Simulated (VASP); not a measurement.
Set up this calculation in VASP 6.6.1, as the native input.

```yaml
Task: single point
Functional: LDA
Potentials_or_basis: VASP PAW LDA potentials, release 64 (Cd, Se)
Cutoff: 500 eV
k_mesh: 4 × 4 × 4
Occupations: gaussian, width 0.1 eV
Spin: no spin polarisation
Dipole_correction: no
Further_INCAR_settings: ALGO = Normal; EDIFF = 1e-06; NBANDS = 46
```

The structure of CdSe lies in POSCAR:

```
CdSe
1.0
    4.1608325885      0.0000000000      0.0000000000
    0.0000000000      6.7893043471      0.0000000000
    0.0000000000      0.0000000000      7.5491923706
Cd Se
4 4
Direct
    0.0000000000      0.9987016689      0.3333333333
    0.5000000000      0.9987016689      0.8333333333
    0.5000000000      0.4987016689      0.1666666667
    0.0000000000      0.4987016689      0.6666666667
    0.0000000000      0.6232983311      0.3333333333
    0.5000000000      0.6232983311      0.8333333333
    0.5000000000      0.1232983311      0.1666666667
    0.0000000000      0.1232983311      0.6666666667
```

The input as run:

INCAR

```
SYSTEM = CdSe
  PREC = Accurate
  ENCUT = 500
  EDIFF = 1E-6
  ISMEAR = 0
  SIGMA = 0.1
  LREAL = .False.
  LASPH = .True.
  NELM = 120
  ALGO = Normal
  ISIF = 2
  LWAVE = .False.
  LCHARG = .False.
  NBANDS = 46
  GGA_COMPAT = .False.
```

KPOINTS

```
regular mesh
0
Gamma
  4 4 4
  0 0 0
```

Potentials or basis: VASP PAW LDA potentials, release 64 (Cd, Se).

Launch:

```sh
$ cat potpaw_LDA.64/Cd/POTCAR potpaw_LDA.64/Se/POTCAR > POTCAR
$ mpirun -np 1 vasp_std > vasp.out
```

It gave:

```yaml
Pressure: 1.8 GPa
Largest_force: 0.393 eV/Å
Band_gap_on_the_k_mesh: 0.47 eV
```

Caveat: semilocal functionals underestimate gaps, and a narrow one can read as zero.

Run time: 3.2 min on 1 thread of Oxide Virtual Turin-like Processor (shared host), peak memory 0.31 GiB.
